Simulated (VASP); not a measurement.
# SiPd2O4 (Fd-3m) in VASP: single point with r2SCAN+U

Aim: the single point of SiPd2O4 with r2SCAN+U.

All numbers are computed with VASP 6.6.1; they aren't measurements. Logs are shortened: lines on timing, memory, paths and dates and some standing lists are left out, and cuts for length are marked.

## 1. The cell of the first run

The structure is cubic, space group Fd-3m (No. 227). The conventional cell has a = 8.401 Å, b = 8.401 Å, c = 8.401 Å, α = 90.00°, β = 90.00°, γ = 90.00°. Pd (site symmetry -3m) has 6 O at 2.15 Å within 2.8 Å. Within 2.3 Å of Si (site symmetry -43m) lie 4 O at 1.73 Å. Within 2.3 Å of O (site symmetry 3m) lie 1 Si at 1.73 Å and 3 Pd at 2.15 Å.

## 2. Single point, r2SCAN+U

POSCAR reads:

```
SiPd2O4
1.0
    0.0000000000      4.2006825000      4.2006825000
    4.2006825000      0.0000000000      4.2006825000
    4.2006825000      4.2006825000      0.0000000000
Pd Si O
4 2 8
Direct
    0.6250000000      0.6250000000      0.6250000000
    0.1250000000      0.6250000000      0.6250000000
    0.6250000000      0.6250000000      0.1250000000
    0.6250000000      0.1250000000      0.6250000000
    0.0000000000      0.0000000000      0.0000000000
    0.2500000000      0.2500000000      0.2500000000
    0.3688000000      0.3688000000      0.3688000000
    0.3564000000      0.8812000000      0.8812000000
    0.3688000000      0.3688000000      0.8936000000
    0.8812000000      0.3564000000      0.8812000000
    0.8936000000      0.3688000000      0.3688000000
    0.8812000000      0.8812000000      0.8812000000
    0.3688000000      0.8936000000      0.3688000000
    0.8812000000      0.8812000000      0.3564000000
```

INCAR.step1 reads:

```
SYSTEM = SiPd2O4
PREC = Accurate
ENCUT = 520
ISMEAR = -1
SIGMA = 0.1
LREAL = .False.
LASPH = .True.
NELM = 150
LMAXMIX = 4
LDAU = .True.
LDAUTYPE = 2
LDAUL = 2 -1 -1
LDAUU = 3.23 0 0
LDAUJ = 0 0 0
NBANDS = 61
GGA = PE
ALGO = Normal
EDIFF = 1E-4
LWAVE = .True.
LCHARG = .False.
```

INCAR.step2 reads:

```
SYSTEM = SiPd2O4
PREC = Accurate
ENCUT = 520
EDIFF = 1E-7
ISMEAR = -1
SIGMA = 0.1
LREAL = .False.
LASPH = .True.
NELM = 150
ALGO = Normal
ISIF = 2
LWAVE = .False.
LCHARG = .False.
LMAXMIX = 4
LDAU = .True.
LDAUTYPE = 2
LDAUL = 2 -1 -1
LDAUU = 3.23 0 0
LDAUJ = 0 0 0
LDAUPRINT = 1
METAGGA = R2SCAN
LMIXTAU = .True.
NBANDS = 61
ISTART = 1
```

KPOINTS reads:

```
regular mesh
0
Gamma
  7 7 7
  0 0 0
```

Potentials or basis: VASP PAW PBE potentials, release 64 (Pd, Si, O).

Run with:

```sh
> cat potpaw_PBE.64/Pd/POTCAR potpaw_PBE.64/Si/POTCAR potpaw_PBE.64/O/POTCAR > POTCAR
> cp INCAR.step1 INCAR
> mpirun -np 1 vasp_std > vasp.out
> cp INCAR.step2 INCAR
> mpirun -np 1 vasp_std > vasp.out
```

OUTCAR:

```text
SYSTEM = SiPd2O4
   PREC = Accurate
   ENCUT = 520
   EDIFF = 1E-7
   ISMEAR = -1
   LREAL = .False.
   LASPH = .True.
   NELM = 150
   ISIF = 2
   METAGGA = R2SCAN
   ISTART = 1

 ion  position               nearest neighbor table
   1  0.625  0.625  0.625-   9 2.15  14 2.15  10 2.15  11 2.15  13 2.15   8 2.15   2 2.97   3 2.97
                             4 2.97   3 2.97   4 2.97   2 2.97
   2  0.125  0.625  0.625-   7 2.15  10 2.15  12 2.15  13 2.15   9 2.15  14 2.15   1 2.97   3 2.97
                             4 2.97   1 2.97   3 2.97   4 2.97
   3  0.625  0.625  0.125-   7 2.15  12 2.15  10 2.15  11 2.15   8 2.15  13 2.15   1 2.97   1 2.97
                             2 2.97   4 2.97   4 2.97   2 2.97
   4  0.625  0.125  0.625-   7 2.15   8 2.15  11 2.15  12 2.15   9 2.15  14 2.15   1 2.97   3 2.97
                             1 2.97   2 2.97   3 2.97   2 2.97
   5  0.000  0.000  0.000-   8 1.73  10 1.73  12 1.73  14 1.73
   6  0.250  0.250  0.250-   7 1.73   9 1.73  11 1.73  13 1.73
   7  0.369  0.369  0.369-   6 1.73   3 2.15   4 2.15   2 2.15
   8  0.356  0.881  0.881-   5 1.73   4 2.15   1 2.15   3 2.15
   9  0.369  0.369  0.894-   6 1.73   1 2.15   4 2.15   2 2.15
  10  0.881  0.356  0.881-   5 1.73   2 2.15   1 2.15   3 2.15
  11  0.894  0.369  0.369-   6 1.73   4 2.15   1 2.15   3 2.15
  12  0.881  0.881  0.881-   5 1.73   3 2.15   4 2.15   2 2.15
  13  0.369  0.894  0.369-   6 1.73   2 2.15   1 2.15   3 2.15
  14  0.881  0.881  0.356-   5 1.73   1 2.15   4 2.15   2 2.15

  LATTYP: Found a face centered cubic cell.
 ALAT       =     8.4013650000

  Lattice vectors:

 A1 = (   0.0000000000,   4.2006825000,   4.2006825000)
 A2 = (   4.2006825000,   0.0000000000,   4.2006825000)
 A3 = (   4.2006825000,   4.2006825000,   0.0000000000)

Analysis of symmetry for initial positions (statically):
=====================================================================
 Subroutine PRICEL returns:
 Original cell was already a primitive cell.

 Routine SETGRP: Setting up the symmetry group for a
 face centered cubic supercell.

 Subroutine GETGRP returns: Found 48 space group operations
 (whereof 24 operations were pure point group operations)
 out of a pool of 48 trial point group operations.

The static configuration has the point symmetry T_d .
 The point group associated with its full space group is O_h .

Analysis of symmetry for dynamics (positions and initial velocities):
=====================================================================
 Subroutine PRICEL returns:
 Original cell was already a primitive cell.

 Routine SETGRP: Setting up the symmetry group for a
 face centered cubic supercell.

 Subroutine GETGRP returns: Found 48 space group operations
 (whereof 24 operations were pure point group operations)
 out of a pool of 48 trial point group operations.

The dynamic configuration has the point symmetry T_d .
 The point group associated with its full space group is O_h .

 Subroutine INISYM returns: Found 48 space group operations
 (whereof 24 operations are pure point group operations),
 and found     1 'primitive' translations

----------------------------------------------------------------------------------------

                                     Primitive cell

  volume of cell :     148.2482

  direct lattice vectors                    reciprocal lattice vectors
     0.000000000  4.200682500  4.200682500    -0.119028277  0.119028277  0.119028277
     4.200682500  0.000000000  4.200682500     0.119028277 -0.119028277  0.119028277
     4.200682500  4.200682500  0.000000000     0.119028277  0.119028277 -0.119028277

  length of vectors
     5.940662163  5.940662163  5.940662163     0.206163023  0.206163023  0.206163023

  position of ions in fractional coordinates (direct lattice)
[... 94 lines left out ...]
   LSORBIT =      F    spin-orbit coupling
   LASPH  =      T    aspherical Exc in radial PAW
   ENCUT  =  520.0 eV  38.22 Ry    6.18 a.u.  11.05 11.05 11.05*2*pi/ulx,y,z
   NELM   =    150;   NELMIN=  2; NELMDL=  0     # of ELM steps
   EDIFF  = 0.1E-06   stopping-criterion for ELM
   LREAL  =      F    real-space projection
   EDIFFG = 0.1E-05   stopping-criterion for IOM
   NSW    =      0    number of steps for IOM
   IBRION =     -1    ionic relax: 0-MD 1-quasi-New 2-CG
   NFREE  =      0    steps in history (QN), initial steepest desc. (CG)
   ISIF   =      2    stress and relaxation
   ISYM   =      2    0-nonsym 1-usesym 2-fastsym
   POTIM  = 0.5000    time-step for ionic-motion
   TEBEG  =    0.0;   TEEND  =   0.0 temperature during run
   PSTRESS=    0.0 pullay stress
   NELECT =      96.0000    total number of electrons
   NUPDOWN=      -1.0000    fix difference up-down
   EMIN   =  10.00;   EMAX   =-10.00  energy-range for DOS
   EFERMI =   0.00;   METHOD = LEGACY
   ISMEAR =    -1;   SIGMA  =   0.10  broadening in eV -4-tet -1-fermi 0-gaus
   EFERMI_NEDOS =   21; number of points for ismear=-14 and -15
   IALGO  =     38    algorithm
   IMIX   =      4    mixing-type and parameters
     AMIX     =   0.40;   BMIX     =  1.00
     AMIX_MAG =   1.60;   BMIX_MAG =  1.00
  volume/ion in A,a.u.               =      10.59        71.46
  Fermi-wavevector in a.u.,A,eV,Ry     =   1.416344  2.676502 27.293696  2.006030
  Thomas-Fermi vector in A             =   2.537688
   LORBIT       =      0    0 simple, 1 ext, 2 COOP (PROOUT), +10 PAW based schemes
 LDA+U is selected, type is set to LDAUTYPE =  2
   angular momentum for each species LDAUL =     2   -1   -1
   U (eV)           for each species LDAUU =   3.2  0.0  0.0
   J (eV)           for each species LDAUJ =   0.0  0.0  0.0
   METAGGA = R2SCAN    functional components
   LHFCALC =     F    Hartree Fock is set to
   AEXX    =    0.0000 exact exchange contribution
   IVDW    =     0    specifies the selected vdW correction
   LEPSILON=     F    determine dielectric tensor
   LRPA    =     F    only Hartree local field effects (RPA)
 non-spin polarized calculation
  energy-cutoff  :      520.00
  volume of cell :      148.25
 maximum number of plane-waves:      4015
 NGX is ok and might be reduce to    48
   NGX = 23   NGY = 23   NGZ = 23

atom =   1  type =  1  l = 2

 onsite density matrix

spin component  1
[... 116 lines left out ...]
  o =  0.7186  v = -0.1046  0.0555  0.9911 -0.0491 -0.0349  0.0000  0.0000  0.0000  0.0000  0.0000      0.0000  0.0000  0.0000  0.0000  0.0000  0.0000  0.0000  0.0000  0.0000  0.0000
  o =  0.7186  v =  0.0000  0.0000  0.0000  0.0000  0.0000 -0.1046  0.0555  0.9911 -0.0491 -0.0349      0.0000  0.0000  0.0000  0.0000  0.0000  0.0000  0.0000  0.0000  0.0000  0.0000
  o =  0.7186  v =  0.0037  0.0888 -0.0349  0.0925 -0.9911  0.0000  0.0000  0.0000  0.0000  0.0000      0.0000  0.0000  0.0000  0.0000  0.0000  0.0000  0.0000  0.0000  0.0000  0.0000
  o =  0.7186  v =  0.0000  0.0000  0.0000  0.0000  0.0000  0.0037  0.0888 -0.0349  0.0925 -0.9911      0.0000  0.0000  0.0000  0.0000  0.0000  0.0000  0.0000  0.0000  0.0000  0.0000
  o =  0.9718  v =  0.0000  0.0000  0.0000  0.0000  0.0000  0.5774  0.5774  0.0000 -0.5774 -0.0000      0.0000  0.0000  0.0000  0.0000  0.0000  0.0000  0.0000  0.0000  0.0000  0.0000
  o =  0.9718  v =  0.5774  0.5774  0.0000 -0.5774 -0.0000  0.0000  0.0000  0.0000  0.0000  0.0000      0.0000  0.0000  0.0000  0.0000  0.0000  0.0000  0.0000  0.0000  0.0000  0.0000
  o =  0.9773  v =  0.0000  0.0000  0.0000  0.0000  0.0000  0.8068 -0.3433  0.1278  0.4635  0.0110      0.0000  0.0000  0.0000  0.0000  0.0000  0.0000  0.0000  0.0000  0.0000  0.0000
  o =  0.9773  v =  0.8068 -0.3433  0.1278  0.4635  0.0110  0.0000  0.0000  0.0000  0.0000  0.0000      0.0000  0.0000  0.0000  0.0000  0.0000  0.0000  0.0000  0.0000  0.0000  0.0000
  o =  0.9773  v =  0.0694 -0.7334  0.0110 -0.6640 -0.1278  0.0000  0.0000  0.0000  0.0000  0.0000      0.0000  0.0000  0.0000  0.0000  0.0000  0.0000  0.0000  0.0000  0.0000  0.0000
  o =  0.9773  v =  0.0000  0.0000  0.0000  0.0000  0.0000  0.0694 -0.7334  0.0110 -0.6640 -0.1278      0.0000  0.0000  0.0000  0.0000  0.0000  0.0000  0.0000  0.0000  0.0000  0.0000

 number of electron      95.9999999 magnetization

 Free energy of the ion-electron system (eV)
  ---------------------------------------------------
  ext. energy  EPLUGINS =         0.00000000
  ---------------------------------------------------
  free energy    TOTEN  =      -164.94559950 eV

  energy without entropy =     -164.46510613  energy(sigma->0) =     -164.70535281

 E-fermi :   7.5023     XC(G=0): -12.6192

 val. band max:        7.4628164800   @ k =  -0.2857   0.1429   0.0000
 cond. band min:       7.5035258104   @ k =   0.4286   0.1429   0.0000
 fundamental gap:      0.0407093304
 Fermi energy:         7.5023358630

 k-point     1 :       0.0000    0.0000    0.0000
  band No.  band energies     occupation
      1     -14.7066      2.00000
      2     -13.7389      2.00000
      3     -13.2574      2.00000
      4     -13.2574      2.00000
      5     -13.2574      2.00000
      6     -13.1990      2.00000
[... 1249 lines left out ...]
     59      15.7356      0.00000
     60      15.8261      0.00000
 [bands above 60 left out]

------------------------ aborting loop because EDIFF is reached ----------------------------------------

  FORCE on cell =-STRESS in cart. coord.  units (eV):
  Direction    XX          YY          ZZ          XY          YZ          ZX
  --------------------------------------------------------------------------------------
  -------------------------------------------------------------------------------------
  Total        1.8239408      1.8239408      1.8239408      0.0000000      0.0000000      0.0000000
  in kB       19.7120479     19.7120479     19.7120479      0.0000000      0.0000000      0.0000000
  external PRESSURE =      19.7120479 kB  Pullay stress =       0.0000000 kB

 VOLUME and BASIS-vectors are now :
 -----------------------------------------------------------------------------
  energy-cutoff  :      520.00
  volume of cell :      148.25
      direct lattice vectors                 reciprocal lattice vectors
     0.000000000  4.200682500  4.200682500    -0.119028277  0.119028277  0.119028277
     4.200682500  0.000000000  4.200682500     0.119028277 -0.119028277  0.119028277
     4.200682500  4.200682500  0.000000000     0.119028277  0.119028277 -0.119028277

 POSITION                                       TOTAL-FORCE (eV/Angst)
 -----------------------------------------------------------------------------------
      5.25085      5.25085      5.25085        -0.000000     -0.000000     -0.000000
      5.25085      3.15051      3.15051        -0.000000     -0.000000     -0.000000
      3.15051      3.15051      5.25085        -0.000000     -0.000000     -0.000000
      3.15051      5.25085      3.15051        -0.000000     -0.000000     -0.000000
      0.00000      0.00000      0.00000        -0.000000     -0.000000     -0.000000
      2.10034      2.10034      2.10034        -0.000000     -0.000000     -0.000000
      3.09842      3.09842      3.09842        -1.580356     -1.580356     -1.580356
      7.40328      5.19876      5.19876         1.580356     -1.580356     -1.580356
      5.30294      5.30294      3.09842         1.580356      1.580356     -1.580356
      5.19876      7.40328      5.19876        -1.580356      1.580356     -1.580356
      3.09842      5.30294      5.30294        -1.580356      1.580356      1.580356
      7.40328      7.40328      7.40328         1.580356      1.580356      1.580356
      5.30294      3.09842      5.30294         1.580356     -1.580356      1.580356
      5.19876      5.19876      7.40328        -1.580356     -1.580356      1.580356
 -----------------------------------------------------------------------------------
    total drift:                               -0.000000     -0.000000      0.000000

  FREE ENERGIE OF THE ION-ELECTRON SYSTEM (eV)
  ---------------------------------------------------
  free  energy   TOTEN  =      -164.9455994951 eV

  energy  without entropy=     -164.4651061318  energy(sigma->0) =     -164.70535281
```

Run time: 9.9 min. Hardware: 1 thread of Intel Xeon 6975P-C (Granite Rapids), shared host; peak memory 0.44 GiB.

What came out:

```
Free energy            : -164.9456 eV
Pressure               : 2.0 GPa
Largest force          : 2.737 eV/Å
Band gap on the k mesh : zero (band 48 reaches 8.04 eV, above the bottom of band 49 at 7.39 eV)
```

Forces in eV/Å, atoms in the order of the input:
```
Pd   0.000  0.000  0.000
Pd   0.000  0.000  0.000
Pd   0.000  0.000  0.000
Pd   0.000  0.000  0.000
Si   0.000  0.000  0.000
Si   0.000  0.000  0.000
O   -1.580 -1.580 -1.580
O    1.580 -1.580 -1.580
O    1.580  1.580 -1.580
O   -1.580  1.580 -1.580
O   -1.580  1.580  1.580
O    1.580  1.580  1.580
O    1.580 -1.580  1.580
O   -1.580 -1.580  1.580
```

Eigenvalues of the final occupation matrices:
```csv
site,spin,trace,eigenvalues
site 1 d,1,4.36,0.72 0.72 0.97 0.98 0.98
site 1 d,2,4.36,0.72 0.72 0.97 0.98 0.98
site 2 d,1,4.36,0.72 0.72 0.97 0.98 0.98
site 2 d,2,4.36,0.72 0.72 0.97 0.98 0.98
site 3 d,1,4.36,0.72 0.72 0.97 0.98 0.98
site 3 d,2,4.36,0.72 0.72 0.97 0.98 0.98
site 4 d,1,4.36,0.72 0.72 0.97 0.98 0.98
site 4 d,2,4.36,0.72 0.72 0.97 0.98 0.98
```

Caveat: the PAW data sets were made with another functional, which shifts forces and pressure a little; U without spin polarisation on a metal has little footing.
